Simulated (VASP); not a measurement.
# Sb2Pt (Pa-3) in VASP: notebook

The runs below take Sb2Pt through electric field gradients, with PBE, r2SCAN.

Program: VASP 6.6.1. These are calculated values, not measurements. Logs are shortened: lines on timing, memory, paths and dates and some standing lists are left out, and cuts for length are marked.

## 1. The cell of the first run

Symmetry: Pa-3, No. 205, cubic system. Conventional cell: a = 6.440 Å, b = 6.440 Å, c = 6.440 Å, α = 90.00°, β = 90.00°, γ = 90.00°. Sb (site symmetry 3) has 3 Pt at 2.67 Å and 7 Sb at 2.79 to 3.60 Å within 3.7 Å. Pt (site symmetry -3) has 6 Sb at 2.67 Å within 3.5 Å.

## 2. Electric field gradients, PBE

INCAR

```
  ALGO = Normal
  EDIFF = 1E-8
  ENCUT = 520
  GGA = PE
  ISIF = 2
  ISMEAR = -1
  LASPH = True
  LCHARG = False
  LEFG = True
  LREAL = False
  LWAVE = False
  NBANDS = 52
  NELM = 60
  PREC = Accurate
  SIGMA = 0.05
```

KPOINTS

```
k-points
0
Gamma
  5 5 5
```

POSCAR

```
Sb2Pt
1.0
    6.4400000000      0.0000000000      0.0000000000
    0.0000000000      6.4400000000      0.0000000000
    0.0000000000      0.0000000000      6.4400000000
Sb Pt
8 4
Direct
    0.3750000000      0.3750000000      0.3750000000
    0.1250000000      0.6250000000      0.8750000000
    0.8750000000      0.1250000000      0.6250000000
    0.6250000000      0.8750000000      0.1250000000
    0.6250000000      0.6250000000      0.6250000000
    0.8750000000      0.3750000000      0.1250000000
    0.1250000000      0.8750000000      0.3750000000
    0.3750000000      0.1250000000      0.8750000000
    0.0000000000      0.0000000000      0.0000000000
    0.5000000000      0.0000000000      0.5000000000
    0.5000000000      0.5000000000      0.0000000000
    0.0000000000      0.5000000000      0.5000000000
```

Potentials or basis: VASP PAW PBE potentials, release 64 (Sb, Pt).

The run is started by

```
$ cat potpaw_PBE.64/Sb/POTCAR potpaw_PBE.64/Pt/POTCAR > POTCAR
$ mpirun -np 1 vasp_std > vasp.out
```

OUTCAR:

```text
EDIFF = 1E-8
   ENCUT = 520
   GGA = PE
   ISIF = 2
   ISMEAR = -1
   LASPH = True
   LREAL = False
   NELM = 60
   PREC = Accurate

 ion  position               nearest neighbor table
   1  0.375  0.375  0.375-  10 2.67  11 2.67  12 2.67   5 2.79   6 3.60   7 3.60   8 3.60   8 3.60
                             7 3.60   6 3.60
   2  0.125  0.625  0.875-   9 2.67  11 2.67  12 2.67   6 2.79   5 3.60   7 3.60   8 3.60   7 3.60
                             8 3.60   5 3.60
   3  0.875  0.125  0.625-   9 2.67  10 2.67  12 2.67   7 2.79   6 3.60   5 3.60   8 3.60   6 3.60
                             5 3.60   8 3.60
   4  0.625  0.875  0.125-   9 2.67  10 2.67  11 2.67   8 2.79   6 3.60   7 3.60   5 3.60   5 3.60
                             6 3.60   7 3.60
   5  0.625  0.625  0.625-  10 2.67  11 2.67  12 2.67   1 2.79   2 3.60   3 3.60   4 3.60   4 3.60
                             3 3.60   2 3.60
   6  0.875  0.375  0.125-   9 2.67  11 2.67  12 2.67   2 2.79   1 3.60   3 3.60   4 3.60   3 3.60
                             4 3.60   1 3.60
   7  0.125  0.875  0.375-   9 2.67  10 2.67  12 2.67   3 2.79   2 3.60   1 3.60   4 3.60   2 3.60
                             1 3.60   4 3.60
   8  0.375  0.125  0.875-   9 2.67  10 2.67  11 2.67   4 2.79   2 3.60   3 3.60   1 3.60   1 3.60
                             2 3.60   3 3.60
   9  0.000  0.000  0.000-   2 2.67   3 2.67   4 2.67   6 2.67   7 2.67   8 2.67
  10  0.500  0.000  0.500-   1 2.67   3 2.67   4 2.67   5 2.67   7 2.67   8 2.67
  11  0.500  0.500  0.000-   1 2.67   2 2.67   4 2.67   5 2.67   6 2.67   8 2.67
  12  0.000  0.500  0.500-   1 2.67   2 2.67   3 2.67   5 2.67   6 2.67   7 2.67

  LATTYP: Found a simple cubic cell.
 ALAT       =     6.4400000000

  Lattice vectors:

 A1 = (   6.4400000000,   0.0000000000,   0.0000000000)
 A2 = (   0.0000000000,   6.4400000000,   0.0000000000)
 A3 = (   0.0000000000,   0.0000000000,   6.4400000000)

Analysis of symmetry for initial positions (statically):
=====================================================================
 Subroutine PRICEL returns:
 Original cell was already a primitive cell.

 Routine SETGRP: Setting up the symmetry group for a
 simple cubic supercell.

 Subroutine GETGRP returns: Found 24 space group operations
 (whereof  6 operations were pure point group operations)
 out of a pool of 48 trial point group operations.

The static configuration has the point symmetry S_6 .
 The point group associated with its full space group is T_h .

Analysis of symmetry for dynamics (positions and initial velocities):
=====================================================================
 Subroutine PRICEL returns:
[... 793 lines left out ...]

 POSITION                                       TOTAL-FORCE (eV/Angst)
 -----------------------------------------------------------------------------------
      2.41500      2.41500      2.41500        -0.074264     -0.074264     -0.074264
      0.80500      4.02500      5.63500         0.074264      0.074264     -0.074264
      5.63500      0.80500      4.02500        -0.074264      0.074264      0.074264
      4.02500      5.63500      0.80500         0.074264     -0.074264      0.074264
      4.02500      4.02500      4.02500         0.074264      0.074264      0.074264
      5.63500      2.41500      0.80500        -0.074264     -0.074264      0.074264
      0.80500      5.63500      2.41500         0.074264     -0.074264     -0.074264
      2.41500      0.80500      5.63500        -0.074264      0.074264     -0.074264
      0.00000      0.00000      0.00000         0.000000      0.000000      0.000000
      3.22000      0.00000      3.22000         0.000000      0.000000      0.000000
      3.22000      3.22000      0.00000         0.000000      0.000000      0.000000
      0.00000      3.22000      3.22000         0.000000      0.000000      0.000000
 -----------------------------------------------------------------------------------
    total drift:                                0.000000      0.000000      0.000000

  FREE ENERGIE OF THE ION-ELECTRON SYSTEM (eV)
  ---------------------------------------------------
  free  energy   TOTEN  =       -62.9812068429 eV

  energy  without entropy=      -62.9702870238  energy(sigma->0) =      -62.97574693

 Electric field gradients (V/A^2)
---------------------------------------------------------------------
 ion       V_xx      V_yy      V_zz      V_xy      V_xz      V_yz
---------------------------------------------------------------------
   1       0.000    -0.000     0.000    28.192    28.192    28.192
   2      -0.000    -0.000     0.000    28.192   -28.192   -28.192
   3      -0.000    -0.000     0.000   -28.192   -28.192    28.192
   4      -0.000    -0.000     0.000   -28.192    28.192   -28.192
   5      -0.000    -0.000     0.000    28.192    28.192    28.192
   6      -0.000    -0.000     0.000    28.192   -28.192   -28.192
   7       0.000    -0.000     0.000   -28.192   -28.192    28.192
   8       0.000    -0.000     0.000   -28.192    28.192   -28.192
   9      -0.000    -0.000     0.000   -10.086   -10.086   -10.086
  10      -0.000    -0.000     0.000   -10.086    10.086    10.086
  11      -0.000    -0.000     0.000    10.086    10.086   -10.086
  12      -0.000    -0.000     0.000    10.086   -10.086    10.086
---------------------------------------------------------------------

 Electric field gradients after diagonalization (V/A^2)
 (convention: |V_zz| > |V_xx| > |V_yy|)
----------------------------------------------------------------------
 ion       V_xx      V_yy      V_zz     asymmetry (V_yy - V_xx)/ V_zz
----------------------------------------------------------------------
   1     -28.192   -28.192    56.383       0.000
   2     -28.192   -28.192    56.383       0.000
   3     -28.192   -28.192    56.383       0.000
   4     -28.192   -28.192    56.383       0.000
   5     -28.192   -28.192    56.383       0.000
   6     -28.192   -28.192    56.383       0.000
   7     -28.192   -28.192    56.383       0.000
   8     -28.192   -28.192    56.383       0.000
   9      10.086    10.086   -20.172       0.000
  10      10.086    10.086   -20.172       0.000
  11      10.086    10.086   -20.172       0.000
  12      10.086    10.086   -20.172       0.000
----------------------------------------------------------------------

           NMR quadrupolar parameters

 Cq : quadrupolar parameter    Cq=e*Q*V_zz/h
 eta: asymmetry parameters     (V_yy - V_xx)/ V_zz
 Q  : nuclear electric quadrupole moment in mb (millibarn)
----------------------------------------------------------------------
 ion       Cq(MHz)       eta       Q (mb)
----------------------------------------------------------------------
   1       0.136       0.000       1.000
   2       0.136       0.000       1.000
   3       0.136       0.000       1.000
   4       0.136       0.000       1.000
   5       0.136       0.000       1.000
   6       0.136       0.000       1.000
   7       0.136       0.000       1.000
   8       0.136       0.000       1.000
   9      -0.049       0.000       1.000
  10      -0.049       0.000       1.000
  11      -0.049       0.000       1.000
  12      -0.049       0.000       1.000
----------------------------------------------------------------------
```

OSZICAR:

```text
N       E                     dE             d eps       ncg     rms          rms(c)
DAV:   1     0.501291772311E+03    0.50129E+03   -0.31067E+04  1144   0.132E+03
DAV:   2    -0.297932081545E+02   -0.53108E+03   -0.49924E+03  1304   0.244E+02
DAV:   3    -0.642590226215E+02   -0.34466E+02   -0.33429E+02  1356   0.655E+01
DAV:   4    -0.649781724147E+02   -0.71915E+00   -0.71324E+00  1332   0.100E+01
DAV:   5    -0.649924186885E+02   -0.14246E-01   -0.14221E-01  1324   0.152E+00    0.176E+01
DAV:   6    -0.635050287630E+02    0.14874E+01   -0.89606E+00  1244   0.166E+01    0.707E+00
DAV:   7    -0.630927022228E+02    0.41233E+00   -0.16442E+00  1248   0.742E+00    0.550E+00
DAV:   8    -0.629900838160E+02    0.10262E+00   -0.26824E-01  1296   0.215E+00    0.763E-01
DAV:   9    -0.629806174785E+02    0.94663E-02   -0.39715E-02  1260   0.108E+00    0.306E-01
DAV:  10    -0.629812486817E+02   -0.63120E-03   -0.36725E-03  1248   0.253E-01    0.848E-02
DAV:  11    -0.629812266379E+02    0.22044E-04   -0.29667E-04  1320   0.832E-02    0.511E-02
DAV:  12    -0.629812064109E+02    0.20227E-04   -0.53465E-05  1332   0.424E-02    0.196E-02
DAV:  13    -0.629812065844E+02   -0.17357E-06   -0.75960E-06  1244   0.933E-03    0.258E-03
DAV:  14    -0.629812066568E+02   -0.72338E-07   -0.30937E-07  1308   0.265E-03    0.935E-04
DAV:  15    -0.629812067739E+02   -0.11708E-06   -0.32016E-08  1040   0.677E-04    0.390E-04
DAV:  16    -0.629812068149E+02   -0.40989E-07   -0.10770E-08   676   0.540E-04    0.148E-04
DAV:  17    -0.629812068430E+02   -0.28099E-07   -0.17276E-09   636   0.184E-04    0.121E-04
DAV:  18    -0.629812068429E+02    0.50932E-10   -0.23203E-10   632   0.611E-05
   1 F= -.62981207E+02 E0= -.62975747E+02  d E =-.109198E-01
```

It took 5.6 min on 1 thread of Intel Xeon 8259CL, shared host; peak memory 0.4 GiB.

What came out:

```
Free energy                             : -62.9812 eV
Pressure                                : 5.9 GPa
Band gap on the k mesh                  : zero (bands 40 and 41 overlap by 0.06 eV)
Largest electric field gradient by atom : Sb +56.4; Pt -20.2 V/Å²
```

Electric field gradients, principal values (V/Å²):
```
 atom    least   middle  greatest (by size)
 1 Sb  -28.192  -28.192              56.383
 2 Sb  -28.192  -28.192              56.383
 3 Sb  -28.192  -28.192              56.383
 4 Sb  -28.192  -28.192              56.383
 5 Sb  -28.192  -28.192              56.383
 6 Sb  -28.192  -28.192              56.383
 7 Sb  -28.192  -28.192              56.383
 8 Sb  -28.192  -28.192              56.383
 9 Pt   10.086   10.086             -20.172
10 Pt   10.086   10.086             -20.172
11 Pt   10.086   10.086             -20.172
12 Pt   10.086   10.086             -20.172
```

Caveat: the cell stands under pressure; without QUAD_EFG the Cq values of the log hold for a quadrupole moment of 1 mb, not for the nuclei; spin-orbit coupling is left out, which moves the levels of the heavy elements.

## 3. Electric field gradients, r2SCAN

POSCAR

```
Sb2Pt
1.0
    6.4400000000      0.0000000000      0.0000000000
    0.0000000000      6.4400000000      0.0000000000
    0.0000000000      0.0000000000      6.4400000000
Sb Pt
8 4
Direct
    0.3744672111      0.3744672111      0.3744672111
    0.1255327889      0.6255327889      0.8744672111
    0.8744672111      0.1255327889      0.6255327889
    0.6255327889      0.8744672111      0.1255327889
    0.6255327889      0.6255327889      0.6255327889
    0.8744672111      0.3744672111      0.1255327889
    0.1255327889      0.8744672111      0.3744672111
    0.3744672111      0.1255327889      0.8744672111
    0.0000000000      0.0000000000      0.0000000000
    0.5000000000      0.0000000000      0.5000000000
    0.5000000000      0.5000000000      0.0000000000
    0.0000000000      0.5000000000      0.5000000000
```

INCAR.step1

```
PREC = Accurate
ENCUT = 520
ISMEAR = -1
SIGMA = 0.05
LREAL = F
LASPH = T
NELM = 60
NBANDS = 52
GGA = PE
ALGO = Normal
EDIFF = 1E-4
LWAVE = T
LCHARG = F
```

INCAR.step2

```
PREC = Accurate
ENCUT = 520
EDIFF = 1E-8
ISMEAR = -1
SIGMA = 0.05
LREAL = F
LASPH = T
NELM = 60
ALGO = Normal
ISIF = 2
LWAVE = F
LCHARG = F
METAGGA = R2SCAN
LMIXTAU = T
LEFG = T
NBANDS = 52
ISTART = 1
```

KPOINTS

```
regular mesh
0
Gamma
  5 5 5
```

Potentials or basis: VASP PAW PBE potentials, release 64 (Sb, Pt).

The run is started by

```
$ cat potpaw_PBE.64/Sb/POTCAR potpaw_PBE.64/Pt/POTCAR > POTCAR
$ cp INCAR.step1 INCAR
$ mpirun -np 1 vasp_std > vasp.out
$ cp INCAR.step2 INCAR
$ mpirun -np 1 vasp_std > vasp.out
```

OUTCAR:

```text
PREC = Accurate
   ENCUT = 520
   EDIFF = 1E-8
   ISMEAR = -1
   LREAL = F
   LASPH = T
   NELM = 60
   ISIF = 2
   METAGGA = R2SCAN
   ISTART = 1

 ion  position               nearest neighbor table
   1  0.374  0.374  0.374-  10 2.67  11 2.67  12 2.67   5 2.80   6 3.60   7 3.60   8 3.60   8 3.60
                             7 3.60   6 3.60
   2  0.126  0.626  0.874-   9 2.67  11 2.67  12 2.67   6 2.80   5 3.60   7 3.60   8 3.60   7 3.60
                             8 3.60   5 3.60
   3  0.874  0.126  0.626-   9 2.67  10 2.67  12 2.67   7 2.80   6 3.60   5 3.60   8 3.60   6 3.60
                             5 3.60   8 3.60
   4  0.626  0.874  0.126-   9 2.67  10 2.67  11 2.67   8 2.80   6 3.60   7 3.60   5 3.60   5 3.60
                             6 3.60   7 3.60
   5  0.626  0.626  0.626-  10 2.67  11 2.67  12 2.67   1 2.80   2 3.60   3 3.60   4 3.60   4 3.60
                             3 3.60   2 3.60
   6  0.874  0.374  0.126-   9 2.67  11 2.67  12 2.67   2 2.80   1 3.60   3 3.60   4 3.60   3 3.60
                             4 3.60   1 3.60
   7  0.126  0.874  0.374-   9 2.67  10 2.67  12 2.67   3 2.80   2 3.60   1 3.60   4 3.60   2 3.60
                             1 3.60   4 3.60
   8  0.374  0.126  0.874-   9 2.67  10 2.67  11 2.67   4 2.80   2 3.60   3 3.60   1 3.60   1 3.60
                             2 3.60   3 3.60
   9  0.000  0.000  0.000-   2 2.67   3 2.67   4 2.67   6 2.67   7 2.67   8 2.67
  10  0.500  0.000  0.500-   1 2.67   3 2.67   4 2.67   5 2.67   7 2.67   8 2.67
  11  0.500  0.500  0.000-   1 2.67   2 2.67   4 2.67   5 2.67   6 2.67   8 2.67
  12  0.000  0.500  0.500-   1 2.67   2 2.67   3 2.67   5 2.67   6 2.67   7 2.67

  LATTYP: Found a simple cubic cell.
 ALAT       =     6.4400000000
[... 854 lines left out ...]
   9      -0.000    -0.000    -0.000   -14.191   -14.191   -14.191
  10       0.000    -0.000    -0.000   -14.191    14.191    14.191
  11      -0.000    -0.000    -0.000    14.191    14.191   -14.191
  12       0.000    -0.000    -0.000    14.191   -14.191    14.191
---------------------------------------------------------------------

 Electric field gradients after diagonalization (V/A^2)
 (convention: |V_zz| > |V_xx| > |V_yy|)
----------------------------------------------------------------------
 ion       V_xx      V_yy      V_zz     asymmetry (V_yy - V_xx)/ V_zz
----------------------------------------------------------------------
   1     -30.359   -30.359    60.719       0.000
   2     -30.359   -30.359    60.719       0.000
   3     -30.359   -30.359    60.719       0.000
   4     -30.359   -30.359    60.719       0.000
   5     -30.359   -30.359    60.719       0.000
   6     -30.359   -30.359    60.719       0.000
   7     -30.359   -30.359    60.719       0.000
   8     -30.359   -30.359    60.719       0.000
   9      14.191    14.191   -28.381       0.000
  10      14.191    14.191   -28.381       0.000
  11      14.191    14.191   -28.381       0.000
  12      14.191    14.191   -28.381       0.000
----------------------------------------------------------------------

           NMR quadrupolar parameters

 Cq : quadrupolar parameter    Cq=e*Q*V_zz/h
 eta: asymmetry parameters     (V_yy - V_xx)/ V_zz
 Q  : nuclear electric quadrupole moment in mb (millibarn)
----------------------------------------------------------------------
 ion       Cq(MHz)       eta       Q (mb)
----------------------------------------------------------------------
   1       0.147       0.000       1.000
   2       0.147       0.000       1.000
   3       0.147       0.000       1.000
   4       0.147       0.000       1.000
   5       0.147       0.000       1.000
   6       0.147       0.000       1.000
   7       0.147       0.000       1.000
   8       0.147       0.000       1.000
   9      -0.069       0.000       1.000
  10      -0.069       0.000       1.000
  11      -0.069       0.000       1.000
  12      -0.069       0.000       1.000
----------------------------------------------------------------------
```

Run time: 17 min. Hardware: 1 thread of Intel Xeon 8259CL, shared host; peak memory 0.44 GiB.

What came out:

```yaml
Free_energy: -418.0023 eV
Pressure: 3.6 GPa
Largest_force: 0.101 eV/Å
Band_gap_on_the_k_mesh: 0.03 eV (least direct gap 0.19 eV)
Largest_electric_field_gradient_by_atom: Sb +60.7; Pt -28.4 V/Å²
```

Forces in eV/Å, atoms in the order of the input:
```
Sb   0.058  0.058  0.058
Sb  -0.058 -0.058  0.058
Sb   0.058 -0.058 -0.058
Sb  -0.058  0.058 -0.058
Sb  -0.058 -0.058 -0.058
Sb   0.058  0.058 -0.058
Sb  -0.058  0.058  0.058
Sb   0.058 -0.058  0.058
Pt   0.000  0.000  0.000
Pt   0.000  0.000  0.000
Pt   0.000  0.000  0.000
Pt   0.000  0.000  0.000
```

Levels at points of the mesh, in eV from the valence-band top:
```tsv
k point	band 36	band 37	band 38	band 39	band 40	band 41	band 42	band 43	band 44	band 45
(0.00, 0.00, 0.00)	-2.52	-1.94	-0.58	-0.58	-0.58	0.03	0.03	0.03	0.99	3.48
```

Electric field gradients, principal values (V/Å²):
```
 atom    least   middle  greatest (by size)
 1 Sb  -30.359  -30.359              60.719
 2 Sb  -30.359  -30.359              60.719
 3 Sb  -30.359  -30.359              60.719
 4 Sb  -30.359  -30.359              60.719
 5 Sb  -30.359  -30.359              60.719
 6 Sb  -30.359  -30.359              60.719
 7 Sb  -30.359  -30.359              60.719
 8 Sb  -30.359  -30.359              60.719
 9 Pt   14.191   14.191             -28.381
10 Pt   14.191   14.191             -28.381
11 Pt   14.191   14.191             -28.381
12 Pt   14.191   14.191             -28.381
```

Caveat: the cell stands under pressure; the smearing spreads over this small gap; without QUAD_EFG the Cq values of the log hold for a quadrupole moment of 1 mb, not for the nuclei; the PAW data sets were made with another functional, which shifts forces and pressure a little; spin-orbit coupling is left out, which moves the levels of the heavy elements; an odd mesh through Γ misses points on the zone boundary, where band edges can lie.
